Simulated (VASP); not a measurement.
Input of a VASP 6.6.1 run:

File INCAR:

```
  PREC = Accurate
  ENCUT = 520
  EDIFF = 1E-7
  ISMEAR = 0
  SIGMA = 0.05
  LREAL = False
  LASPH = True
  NELM = 100
  ALGO = Normal
  ISIF = 2
  LWAVE = False
  LCHARG = True
  GGA = PE
  LELF = True
  LVHAR = True
  NBANDS = 28
```

Contents of KPOINTS:

```
regular mesh
0
Gamma
  8 8 8
```

File POSCAR:

```
SrTiO3
1.0
    3.9364094381      0.0000000000      0.0000000000
    0.0000000000      3.9364094381      0.0000000000
    0.0000000000      0.0000000000      3.9364094381
Sr Ti O
1 1 3
Direct
   -0.0579021384      0.0000000000      0.0000000000
    0.5828438896      0.5000000000      0.5000000000
    0.0107780825      0.5000000000      0.5000000000
    0.5292349008      0.0000000000      0.5000000000
    0.5292349008      0.5000000000      0.0000000000
```

Potentials or basis: VASP PAW PBE potentials, release 64 (Sr_sv, Ti_sv, O).

Run with:

```bash
$ cat potpaw_PBE.64/Sr_sv/POTCAR potpaw_PBE.64/Ti_sv/POTCAR potpaw_PBE.64/O/POTCAR > POTCAR
$ mpirun -np 1 vasp_std > vasp.out
```

(1) Predict the pressure.

(2) Predict the largest force.

Answers

(1) 10.5 GPa.

(2) 4.420 eV/Å.

Caveat: the cell differs from its parent crystal (mode 1 frozen in at -0.058 Å and mode 7 at -0.288 Å (largest displacements)); forces of over 1 eV/Å act on the atoms, so gaps and moduli don't describe the material at rest.
